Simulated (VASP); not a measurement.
A run of VASP 6.6.1:

Contents of INCAR:

```
SYSTEM = LiNbO3
PREC = Accurate
ENCUT = 750
EDIFF = 1E-6
ISMEAR = 0
SIGMA = 0.02
LREAL = .FALSE.
LASPH = .TRUE.
NELM = 120
ALGO = Normal
ISIF = 2
LWAVE = .FALSE.
LCHARG = .FALSE.
NBANDS = 45
GGA_COMPAT = .FALSE.
```

File KPOINTS:

```
regular mesh
0
G
  6 6 6
  0 0 0
```

The input POSCAR:

```
LiNbO3
1.0
    2.4493187142      1.4141148189      4.4412614355
   -2.4493187142      1.4141148189      4.4412614355
    0.0000000000     -2.8282296381      4.4412614354
Li Nb O
2 2 6
Direct
    0.7015785856      0.7015785856      0.7015785856
    0.2015785856      0.2015785856      0.2015785856
    0.9887543151      0.9887543151      0.9887543151
    0.4887543151      0.4887543151      0.4887543151
    0.8966694148      0.2777840075      0.6016624672
    0.6016624672      0.8966694148      0.2777840075
    0.2777840075      0.6016624672      0.8966694148
    0.7777840075      0.3966694148      0.1016624672
    0.3966694148      0.1016624672      0.7777840075
    0.1016624672      0.7777840075      0.3966694148
```

Potentials or basis: VASP PAW LDA potentials, release 64 (Li_sv, Nb_sv, O).

Launch:

```sh
$ cat potpaw_LDA.64/Li_sv/POTCAR potpaw_LDA.64/Nb_sv/POTCAR potpaw_LDA.64/O/POTCAR > POTCAR
$ mpirun -np 1 vasp_std > vasp.out
```

Hardware: 1 thread of Oxide Virtual Turin-like Processor, on a shared host.

Q: How long does it take, and how much memory?

A: Run time: 5.8 min on 1 thread of Oxide Virtual Turin-like Processor (shared host), peak memory 0.33 GiB. Counts: scf iterations 14, k points 32.
